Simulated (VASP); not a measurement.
Wanted: the native input for a VASP 6.6.1 run.

* Task: single point
* Functional: PBEsol
* Potentials or basis: VASP PAW PBE potentials, release 64 (Gd, N)
* Cutoff: 520 eV
* k mesh: 8 × 8 × 8
* Occupations: gaussian, width 0.05 eV
* Spin: collinear spin, ferromagnetic start
* Starting moments: [7.63, 0.0] μB
* Hubbard terms: Gd f U = 6.0 eV
* Dipole correction: no
* Further INCAR settings: ALGO = Normal; EDIFF = 1e-06; NBANDS = 22

The structure of GdN lies in POSCAR:

```
GdN
1.0
    0.0000000000      2.4994985661      2.4994985661
    2.4994985661      0.0000000000      2.4994985661
    2.4994985661      2.4994985661      0.0000000000
Gd N
1 1
Direct
    0.5000000000      0.5000000000      0.5000000000
    0.0000000000      0.0000000000      0.0000000000
```

One way to write it, as run:

INCAR

```
PREC = Accurate
ENCUT = 520
EDIFF = 1E-6
ISMEAR = 0
SIGMA = 0.05
LREAL = False
LASPH = True
NELM = 150
ALGO = Normal
ISIF = 2
LWAVE = False
LCHARG = False
ISPIN = 2
MAGMOM = 7.63 0
LORBIT = 11
LMAXMIX = 6
LDAU = True
LDAUTYPE = 2
LDAUL = 3 -1
LDAUU = 6 0
LDAUJ = 0 0
LDAUPRINT = 1
GGA = PS
NBANDS = 22
```

KPOINTS

```
regular mesh
0
Gamma
  8 8 8
```

Potentials or basis: VASP PAW PBE potentials, release 64 (Gd, N).

Launch:

```bash
$ cat potpaw_PBE.64/Gd/POTCAR potpaw_PBE.64/N/POTCAR > POTCAR
$ mpirun -np 1 vasp_std > vasp.out
```

It gave:

- Pressure: -4.6 GPa
- Band gap on the k mesh: zero (filled and empty bands overlap)
- Net moment: 7.00 μB per cell
- Site moments: Gd +6.88; N -0.11 μB
- Valence electrons inside the program's atomic spheres: Gd 15.19; N 3.61

Caveat: the PAW data sets were made with another functional, which shifts forces and pressure a little; spin-orbit coupling is left out, which moves the levels of the heavy elements; a cell with one magnetic atom can't hold antiferromagnetic order, which such compounds often take.

Run time: 60 s on 1 thread of Intel(R) Xeon(R) Platinum 8488C (Sapphire Rapids) (shared host), peak memory 0.2 GiB.
